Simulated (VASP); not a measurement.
Here is a VASP 6.6.1 calculation.

The input INCAR:

```
SYSTEM = AlO2
  ALGO = Normal
  EDIFF = 1E-6
  ENCUT = 520
  GGA = PE
  ISIF = 2
  ISMEAR = 0
  ISPIN = 2
  LASPH = .True.
  LCHARG = .False.
  LORBIT = 11
  LREAL = .False.
  LWAVE = .False.
  MAGMOM = 0 0 0 0 1 1 1 1 1 1 1 1
  NBANDS = 46
  NELM = 150
  PREC = Accurate
  SIGMA = 0.1
```

File KPOINTS:

```
k-points
0
Gamma
  2 6 4
  0 0 0
```

Contents of POSCAR:

```
AlO2
1.0
    9.3597739203      0.0000000000      0.0000000000
    0.0000000000      2.9157759101      0.0000000000
    0.0000000000      0.0000000000      4.8086954243
Al O
4 8
Direct
    0.1629314313      0.2500000000      0.9571046217
    0.8370685687      0.7500000000      0.0428953783
    0.3370685687      0.7500000000      0.4571046217
    0.6629314313      0.2500000000      0.5428953783
    0.7714675947      0.2500000000      0.2315232439
    0.2285324053      0.7500000000      0.7684767561
    0.7285324053      0.7500000000      0.7315232439
    0.2714675947      0.2500000000      0.2684767561
    0.9688904620      0.2500000000      0.8450794505
    0.0311095380      0.7500000000      0.1549205495
    0.5311095380      0.7500000000      0.3450794505
    0.4688904620      0.2500000000      0.6549205495
```

Potentials or basis: VASP PAW PBE potentials, release 64 (Al, O).

Run with:

```console
$ cat potpaw_PBE.64/Al/POTCAR potpaw_PBE.64/O/POTCAR > POTCAR
$ mpirun -np 1 vasp_std > vasp.out
```

Task: Estimate the site moments.

Result: Al -0.01; O +0.06, +0.81 (each value once) μB.

Task: What does it give for the largest force?

Result: 0.029 eV/Å.

Task: What does it give for the pressure?

Result: 0.1 GPa.

Stress tensor (GPa, compression positive):
```
-0.11  0.00  0.00
 0.00  0.23  0.00
 0.00  0.00  0.15
```
